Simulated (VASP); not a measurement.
# Al2Cu in VASP: single point with r2SCAN

Aim: the single point of Al2Cu with r2SCAN.

All numbers are computed with VASP 6.6.1; they aren't measurements. Logs are shortened: lines on timing, memory, paths and dates and some standing lists are left out, and cuts for length are marked.

## Step 1: The cell of the first run

The typed cell holds 3 atoms: a = 4.097 Å, b = 4.097 Å, c = 2.842 Å, α = 90.00°, β = 90.00°, γ = 90.00°.

## Step 2: Single point, r2SCAN

POSCAR reads:

```
Al2Cu
1.0
    4.0966282437      0.0000601850     -0.0001380141
    0.0000611127      4.0966663475      0.0000639326
   -0.0000003484     -0.0000108245      2.8424953719
Al Cu
2 1
Direct
    0.4999949856     -0.0000733256      0.4999710995
    0.0000197758      0.5000189556      0.5000217693
   -0.0000147614      0.0000543700      0.0000071312
```

INCAR.step1 reads:

```
ALGO = Normal
EDIFF = 1E-4
ENCUT = 520
GGA = PE
ISMEAR = 0
LASPH = True
LCHARG = False
LREAL = False
LWAVE = True
NBANDS = 16
NELM = 80
PREC = Accurate
SIGMA = 0.15
```

INCAR.step2 reads:

```
ALGO = Normal
EDIFF = 1E-7
ENCUT = 520
ISIF = 2
ISMEAR = 0
ISTART = 1
LASPH = True
LCHARG = True
LELF = True
LMIXTAU = True
LREAL = False
LVHAR = True
LWAVE = False
METAGGA = R2SCAN
NBANDS = 16
NELM = 80
PREC = Accurate
SIGMA = 0.15
```

KPOINTS reads:

```
k-points
0
Gamma
  8 8 12
```

Potentials or basis: VASP PAW PBE potentials, release 64 (Al, Cu).

Started as:

```sh
$ cat potpaw_PBE.64/Al/POTCAR potpaw_PBE.64/Cu/POTCAR > POTCAR
$ cp INCAR.step1 INCAR
$ mpirun -np 1 vasp_std > vasp.out
$ cp INCAR.step2 INCAR
$ mpirun -np 1 vasp_std > vasp.out
```

OUTCAR:

```text
EDIFF = 1E-7
   ENCUT = 520
   ISIF = 2
   ISMEAR = 0
   ISTART = 1
   LASPH = True
   LREAL = False
   METAGGA = R2SCAN
   NELM = 80
   PREC = Accurate

 ion  position               nearest neighbor table
   1  0.500  1.000  0.500-   3 2.49   3 2.49   3 2.49   3 2.49   2 2.90   2 2.90   2 2.90   2 2.90

   2  0.000  0.500  0.500-   3 2.49   3 2.49   3 2.49   3 2.49   1 2.90   1 2.90   1 2.90   1 2.90

   3  1.000  0.000  0.000-   2 2.49   2 2.49   1 2.49   1 2.49   1 2.49   2 2.49   1 2.49   2 2.49

  LATTYP: Found a simple monoclinic cell.
 ALAT       =     2.8424953719
 B/A-ratio  =     1.4412218183
 C/A-ratio  =     2.4652133000
 COS(beta)  =    -0.8113085917

  Lattice vectors:

 A1 = (  -0.0000003484,  -0.0000108245,   2.8424953719)
 A2 = (  -0.0000611127,  -4.0966663475,  -0.0000639326)
 A3 = (   4.0966289405,   0.0000818340,  -5.6851287579)

Analysis of symmetry for initial positions (statically):
=====================================================================
 Subroutine PRICEL returns:
 Original cell was already a primitive cell.

 Routine SETGRP: Setting up the symmetry group for a
 simple monoclinic supercell.

 Subroutine GETGRP returns: Found  1 space group operations
 (whereof  1 operations were pure point group operations)
 out of a pool of  4 trial point group operations.

The static configuration has the point symmetry C_1 .

Analysis of symmetry for dynamics (positions and initial velocities):
=====================================================================
 Subroutine PRICEL returns:
 Original cell was already a primitive cell.

 Routine SETGRP: Setting up the symmetry group for a
 simple monoclinic supercell.

 Subroutine GETGRP returns: Found  1 space group operations
 (whereof  1 operations were pure point group operations)
 out of a pool of  4 trial point group operations.

The dynamic configuration has the point symmetry C_1 .

 Subroutine INISYM returns: Found  1 space group operations
 (whereof  1 operations are pure point group operations),
 and found     1 'primitive' translations

----------------------------------------------------------------------------------------

                                     Primitive cell

  volume of cell :      47.7042

  direct lattice vectors                    reciprocal lattice vectors
     4.096628244  0.000060185 -0.000138014     0.244103185 -0.000003641  0.000000030
     0.000061113  4.096666348  0.000063933    -0.000003586  0.244100914  0.000000930
    -0.000000348 -0.000010824  2.842495372     0.000011852 -0.000005490  0.351803563

  length of vectors
     4.096628246  4.096666348  2.842495372     0.244103185  0.244100914  0.351803563

  position of ions in fractional coordinates (direct lattice)
     0.499994986  0.999926674  0.499971100
     0.000019776  0.500018956  0.500021769
     0.999985239  0.000054370  0.000007131

  ion indices of the primitive-cell ions
   primitive index   ion index
                 1           1
                 2           2
                 3           3

----------------------------------------------------------------------------------------

 KPOINTS: k-points

Automatic generation of k-mesh.
 Grid dimensions read from file:
 generate k-points for:    8    8   12

 Generating k-lattice:

  Cartesian coordinates                     Fractional coordinates (reciprocal lattice)
     0.030512898 -0.000000455  0.000000004     0.125000000 -0.000000000 -0.000000000
    -0.000000448  0.030512614  0.000000116    -0.000000000  0.125000000  0.000000000
     0.000000988 -0.000000458  0.029316964     0.000000000  0.000000000  0.083333333

  Length of vectors
     0.030512898  0.030512614  0.029316964

  Shift w.r.t. Gamma in fractional coordinates (k-lattice)
     0.000000000  0.000000000  0.000000000

 Subroutine IBZKPT returns following result:
 ===========================================

 Found    388 irreducible k-points:

 Following reciprocal coordinates:
            Coordinates               Weight
  0.000000  0.000000  0.000000      1.000000
  0.125000  0.000000  0.000000      2.000000
  0.250000  0.000000  0.000000      2.000000
  0.375000  0.000000  0.000000      2.000000
  0.500000  0.000000  0.000000      1.000000
  0.000000  0.125000 -0.000000      2.000000
[... 16 lines left out ...]
  0.125000  0.375000  0.000000      2.000000
 -0.125000  0.375000 -0.000000      2.000000
 [... further k-points ...]
   k-points           NKPTS =    388   k-points in BZ     NKDIM =    388   number of bands    NBANDS=     16
   number of dos      NEDOS =    301   number of ions     NIONS =      3
   total plane-waves  NPLWV =  21600
   dimension x,y,z NGX =    30 NGY =   30 NGZ =   24
   dimension x,y,z NGXF=    60 NGYF=   60 NGZF=   48
   ions per type =               2   1
   NGX,Y,Z   is equivalent  to a cutoff of  12.17, 12.17, 14.04 a.u.
   NGXF,Y,Z  is equivalent  to a cutoff of  24.35, 24.35, 28.07 a.u.
 SYSTEM =  unknown system
   PREC   = accura    normal or accurate (medium, high low for compatibility)
   ISTART =      1    job   : 0-new  1-cont  2-samecut
   ICHARG =      0    charge: 1-file 2-atom 10-const
   ISPIN  =      1    spin polarized calculation?
   LNONCOLLINEAR =      F non collinear calculations
   LSORBIT =      F    spin-orbit coupling
   LASPH  =      T    aspherical Exc in radial PAW
   ENCUT  =  520.0 eV  38.22 Ry    6.18 a.u.   7.62  7.62  5.29*2*pi/ulx,y,z
   NELM   =     80;   NELMIN=  2; NELMDL=  0     # of ELM steps
   EDIFF  = 0.1E-06   stopping-criterion for ELM
   LREAL  =      F    real-space projection
   EDIFFG = 0.1E-05   stopping-criterion for IOM
   NSW    =      0    number of steps for IOM
   IBRION =     -1    ionic relax: 0-MD 1-quasi-New 2-CG
   NFREE  =      0    steps in history (QN), initial steepest desc. (CG)
   ISIF   =      2    stress and relaxation
   ISYM   =      2    0-nonsym 1-usesym 2-fastsym
   POTIM  = 0.5000    time-step for ionic-motion
   TEBEG  =    0.0;   TEEND  =   0.0 temperature during run
   PSTRESS=    0.0 pullay stress
   NELECT =      17.0000    total number of electrons
   NUPDOWN=      -1.0000    fix difference up-down
   EMIN   =  10.00;   EMAX   =-10.00  energy-range for DOS
   EFERMI =   0.00;   METHOD = LEGACY
   ISMEAR =     0;   SIGMA  =   0.15  broadening in eV -4-tet -1-fermi 0-gaus
   EFERMI_NEDOS =   21; number of points for ismear=-14 and -15
   IALGO  =     38    algorithm
   IMIX   =      4    mixing-type and parameters
     AMIX     =   0.40;   BMIX     =  1.00
     AMIX_MAG =   1.60;   BMIX_MAG =  1.00
  volume/ion in A,a.u.               =      15.90       107.31
  Fermi-wavevector in a.u.,A,eV,Ry     =   1.160661  2.193332 18.328879  1.347135
  Thomas-Fermi vector in A             =   2.297241
   LORBIT       =      0    0 simple, 1 ext, 2 COOP (PROOUT), +10 PAW based schemes
   METAGGA = R2SCAN    functional components
   LHFCALC =     F    Hartree Fock is set to
   AEXX    =    0.0000 exact exchange contribution
   IVDW    =     0    specifies the selected vdW correction
   LEPSILON=     F    determine dielectric tensor
   LRPA    =     F    only Hartree local field effects (RPA)
 non-spin polarized calculation
 Gauss-broadening in eV      SIGMA  =   0.15
  energy-cutoff  :      520.00
  volume of cell :       47.70
 maximum number of plane-waves:      1312
   NGX = 15   NGY = 15   NGZ = 11

 number of electron      16.9999979 magnetization

 Free energy of the ion-electron system (eV)
  ---------------------------------------------------
  ext. energy  EPLUGINS =         0.00000000
  ---------------------------------------------------
  free energy    TOTEN  =       -24.42254089 eV

  energy without entropy =      -24.41582373  energy(sigma->0) =      -24.41918231

 E-fermi :   7.3440     XC(G=0): -11.2094

 val. band max:        7.3195978845   @ k =  -0.1250   0.5000   0.0833
 cond. band min:       7.3944736545   @ k =   0.0000   0.0000   0.0833
 fundamental gap:      0.0748757700
 Fermi energy:         7.3440487804

 k-point     1 :       0.0000    0.0000    0.0000
  band No.  band energies     occupation
      1      -3.9372      2.00000
      2       1.5936      2.00000
      3       2.1140      2.00000
      4       2.7963      2.00000
      5       3.0747      2.00000
      6       3.0747      2.00000
[... 8 lines left out ...]
     15      14.8385      0.00000
     16      21.2186      0.00000

 k-point     2 :       0.1250    0.0000    0.0000
  band No.  band energies     occupation
      1      -3.7974      2.00000
      2       1.4928      2.00000
      3       2.0798      2.00000
      4       2.7527      2.00000
      5       3.0704      2.00000
      6       3.0755      2.00000
[... 8 lines left out ...]
     15      16.4645      0.00000
     16      20.6002      0.00000

 k-point     3 :       0.2500    0.0000    0.0000
  band No.  band energies     occupation
      1      -3.3877      2.00000
      2       0.8939      2.00000
      3       2.0319      2.00000
      4       2.6633      2.00000
      5       3.0071      2.00000
      6       3.0602      2.00000
[... 8 lines left out ...]
     15      18.9040      0.00000
     16      19.3864      0.00000

 k-point     4 :       0.3750    0.0000    0.0000
  band No.  band energies     occupation
      1      -2.7609      2.00000
      2      -0.1793      2.00000
      3       2.0395      2.00000
      4       2.5895      2.00000
      5       2.7762      2.00000
      6       3.0501      2.00000
[... 8 lines left out ...]
     15      18.2231      0.00000
     16      20.2060      0.00000
[... 324 lines left out ...]
 k-point    22 :       0.0000    0.3750   -0.0000
  band No.  band energies     occupation
      1      -2.7609      2.00000
      2      -0.1794      2.00000
      3       2.0395      2.00000
      4       2.5895      2.00000
      5       2.7762      2.00000
      6       3.0501      2.00000
[... 8 lines left out ...]
     15      18.2231      0.00000
     16      20.2059      0.00000

 k-point    23 :       0.1250    0.3750    0.0000
  band No.  band energies     occupation
      1      -2.6188      2.00000
      2      -0.0672      2.00000
      3       1.9806      2.00000
      4       2.5180      2.00000
      5       2.8019      2.00000
      6       3.0511      2.00000
[... 8 lines left out ...]
     15      18.3265      0.00000
     16      20.1718      0.00000

 k-point    24 :      -0.1250    0.3750   -0.0000
  band No.  band energies     occupation
      1      -2.6187      2.00000
      2      -0.0672      2.00000
      3       1.9806      2.00000
      4       2.5180      2.00000
      5       2.8019      2.00000
      6       3.0511      2.00000
[... 8 lines left out ...]
     15      18.3265      0.00000
     16      20.1717      0.00000

 [... further k-points ...]

------------------------ aborting loop because EDIFF is reached ----------------------------------------

  FORCE on cell =-STRESS in cart. coord.  units (eV):
  Direction    XX          YY          ZZ          XY          YZ          ZX
  --------------------------------------------------------------------------------------
  -------------------------------------------------------------------------------------
  Total       -0.0353827     -0.0358600     -0.0427166     -0.0005235     -0.0002312      0.0006589
  in kB       -1.1883518     -1.2043824     -1.4346644     -0.0175828     -0.0077652      0.0221297
  external PRESSURE =      -1.2757995 kB  Pullay stress =       0.0000000 kB

 VOLUME and BASIS-vectors are now :
 -----------------------------------------------------------------------------
  energy-cutoff  :      520.00
  volume of cell :       47.70
      direct lattice vectors                 reciprocal lattice vectors
     4.096628244  0.000060185 -0.000138014     0.244103185 -0.000003641  0.000000030
     0.000061113  4.096666348  0.000063933    -0.000003586  0.244100914  0.000000930
    -0.000000348 -0.000010824  2.842495372     0.000011852 -0.000005490  0.351803563

 POSITION                                       TOTAL-FORCE (eV/Angst)
 -----------------------------------------------------------------------------------
      2.04835      4.09639      1.42116        -0.000027      0.000706      0.000358
      0.00011      2.04841      1.42134        -0.000189      0.000078     -0.000177
      4.09657      0.00028     -0.00012         0.000217     -0.000784     -0.000180
 -----------------------------------------------------------------------------------
    total drift:                               -0.000065      0.000239      0.000017

  FREE ENERGIE OF THE ION-ELECTRON SYSTEM (eV)
  ---------------------------------------------------
  free  energy   TOTEN  =       -24.4225408908 eV

  energy  without entropy=      -24.4158237299  energy(sigma->0) =      -24.41918231
```

Wall time 20 min (1 thread of Oxide Virtual Turin-like, shared host); peak memory 0.36 GiB.

Results:

* Free energy: -24.4225 eV
* Pressure: -0.1 GPa
* Band gap on the k mesh: zero (an odd number of electrons rules out a gap without spin polarisation)

Levels at points of the mesh, in eV from the Fermi level:
| k point | band 5 | band 6 | band 7 | band 8 | band 9 | band 10 | band 11 | band 12 | band 13 | band 14 |
| --- | --- | --- | --- | --- | --- | --- | --- | --- | --- | --- |
| (0.00, 0.00, 0.00) | -4.27 | -4.27 | -2.72 | -2.72 | -0.03 | 0.94 | 6.54 | 6.54 | 6.84 | 7.23 |
| (0.50, 0.00, 0.00) | -4.60 | -4.30 | -4.26 | -1.33 | 1.55 | 1.84 | 2.05 | 8.29 | 8.83 | 9.91 |
| (0.00, 0.50, 0.00) | -4.60 | -4.30 | -4.26 | -1.33 | 1.55 | 1.84 | 2.05 | 8.29 | 8.83 | 9.91 |
| (0.50, 0.50, 0.00) | -4.63 | -4.51 | -4.29 | -4.29 | -2.62 | 8.93 | 8.93 | 10.21 | 10.47 | 10.85 |
| (0.00, 0.00, 0.50) | -5.07 | -4.34 | -3.16 | 2.55 | 2.73 | 2.73 | 2.78 | 2.78 | 3.30 | 4.53 |
| (0.50, 0.00, 0.50) | -4.43 | -4.40 | -3.34 | -2.59 | -1.72 | 3.95 | 4.09 | 4.63 | 5.62 | 6.37 |
| (0.00, 0.50, 0.50) | -4.43 | -4.40 | -3.34 | -2.59 | -1.72 | 3.95 | 4.09 | 4.63 | 5.62 | 6.38 |
| (0.50, 0.50, 0.50) | -4.19 | -3.75 | -2.54 | -2.54 | -0.96 | -0.83 | 0.16 | 0.16 | 2.65 | 12.58 |

Caveat: the PAW data sets were made with another functional, which shifts forces and pressure a little.

The gap in the log of VASP goes by the Fermi energy; the results here count the filled bands.